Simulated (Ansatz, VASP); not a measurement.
# Al3N in VASP and in Ansatz

Contents of INCAR:

```
SYSTEM = Al3N
PREC     = Accurate       ! precision mode
ENCUT    = 520            ! plane-wave cutoff, eV
EDIFF    = 1E-6           ! SCF threshold, eV
ISMEAR   = 0              ! smearing method
SIGMA    = 0.1            ! smearing width, eV
LREAL    = .FALSE.        ! projectors in reciprocal space
LASPH    = .TRUE.         ! aspherical terms in the spheres
NELM     = 150            ! most SCF steps
ALGO     = Normal         ! electronic algorithm
ISIF     = 2              ! what is computed and relaxed
LWAVE    = .FALSE.        ! write WAVECAR
LCHARG   = .FALSE.        ! write CHGCAR
ISPIN    = 2              ! spin polarisation
MAGMOM   = 0 0 0 3        ! initial moments
LORBIT   = 11             ! projections on sites
LDIPOL   = .TRUE.       
IDIPOL   = 3            
DIPOL    = 0.5 0.5 0.355
GGA      = PE             ! functional
NBANDS   = 19             ! bands
```

KPOINTS

```
regular mesh
0
G
  9 9 1
  0 0 0
```

File POSCAR:

```
Al3N
1.0
    2.8567582918      0.0000000000      0.0000000000
    0.0000000000      2.8567582918      0.0000000000
    0.0000000000      0.0000000000     21.1746954317
Al N
3 1
Direct
    0.5000000000      0.5000000000      0.1889047242
    0.0000000000      0.0000000000      0.2873641967
    0.5000000000      0.5000000000      0.3860596464
    0.5000000000      1.0000000000      0.5593797309
```

Input for Ansatz:

```yaml
crystal:
  lattice:
    - [2.8567582918, 0.0, 0.0]
    - [0.0, 2.8567582918, 0.0]
    - [0.0, 0.0, 21.1746954317]
  atoms:
    - { symbol: Al, position: [0.5, 0.5, 0.1889047242] }
    - { symbol: Al, position: [0.0, 0.0, 0.2873641967] }
    - { symbol: Al, position: [0.5, 0.5, 0.3860596464] }
    - { symbol: "N", position: [0.5, 1.0, 0.5593797309], spin: 3.0 }
basis:
  ecutwfc: 420
kpoints:
  mp_grid: { grid: [9, 9, 1] }
hamiltonian:
  xc: pbe
  pseudopotentials: { kind: paw, azcp: { folder: soft_1 } }
scf:
  occupations: { method: gaussian, width: 0.1 }
output:
  forces: true
  eigenvalues: true
  populations: true
magnetization:
  spin_polarized: true
efield:
  axis: 3
  dipole_correction: true
  ramp_width: 0.04
```

Alike in both runs: task single point; functional PBE; k mesh 9 × 9 × 1; occupations gaussian, width 0.1 eV; collinear spin.

|  | VASP | Ansatz |
| --- | --- | --- |
| version | VASP 6.6.1 | Ansatz 0.2.0 |
| potentials or method | VASP PAW PBE potentials, release 64 (Al, N), cutoff 520 eV | scalar-relativistic, plane waves, PAW |
| valence electrons in the cell | 14 | 14 |

```tsv
	VASP	Ansatz	Ansatz less VASP
gap on the k mesh at the Fermi level (eV)	none	none	-
rms of the force components (eV/Å)	0.077	0.078	+0.0004
net moment per atom (μB)	0.73	0.73	0.000
size of the moment on the site where the two differ most (μB)	1.93	2.67	+0.743
```

Site moments also hang on the region over which each program counts them. Atom by atom the forces differ by 0.000 eV/Å (rms over components). A gap of «none» marks a metal or a gap that the smearing closes.
